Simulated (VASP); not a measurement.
Input of a VASP 6.6.1 run:

INCAR

```
SYSTEM = HfNbSe4
PREC     = Accurate       ! precision mode
ENCUT    = 520            ! plane-wave cutoff, eV
EDIFF    = 1E-6           ! SCF threshold, eV
ISMEAR   = 0              ! smearing method
SIGMA    = 0.1            ! smearing width, eV
LREAL    = .FALSE.        ! projectors in reciprocal space
LASPH    = .TRUE.         ! aspherical terms in the spheres
NELM     = 100            ! most SCF steps
ALGO     = Normal         ! electronic algorithm
ISIF     = 2              ! what is computed and relaxed
LWAVE    = .FALSE.        ! write WAVECAR
LCHARG   = .TRUE.         ! write CHGCAR
GGA      = PE             ! functional
LELF     = .TRUE.         ! ELF
LVHAR    = .TRUE.       
NBANDS   = 32             ! bands
```

Contents of KPOINTS:

```
regular mesh
0
G
  8 8 8
  0 0 0
```

The input POSCAR:

```
HfNbSe4
1.0
    0.0000000000      3.9182658564      3.9182658564
    3.9182658564      0.0000000000      3.9182658564
    3.9182658564      3.9182658564      0.0000000000
Hf Nb Se
1 1 4
Direct
    0.2500000000      0.2500000000      0.2500000000
    0.0000000000      0.0000000000      0.0000000000
    0.6252094371      0.6252094371      0.1243716886
    0.6252094371      0.1243716886      0.6252094371
    0.1243716886      0.6252094371      0.6252094371
    0.6252094371      0.6252094371      0.6252094371
```

Potentials or basis: VASP PAW PBE potentials, release 64 (Hf_pv, Nb_sv, Se).

Run with:

```sh
$ cat potpaw_PBE.64/Hf_pv/POTCAR potpaw_PBE.64/Nb_sv/POTCAR potpaw_PBE.64/Se/POTCAR > POTCAR
$ mpirun -np 1 vasp_std > vasp.out
```

Question: What does it give for the pressure?

Answer: -0.2 GPa.

Question: Predict the largest force.

Answer: 0.004 eV/Å.

Forces on the atoms (eV/Å):
```
Hf   0.000  0.000  0.000
Nb   0.000  0.000  0.000
Se   0.002  0.002 -0.002
Se   0.002 -0.002  0.002
Se  -0.002  0.002  0.002
Se  -0.002 -0.002 -0.002
```
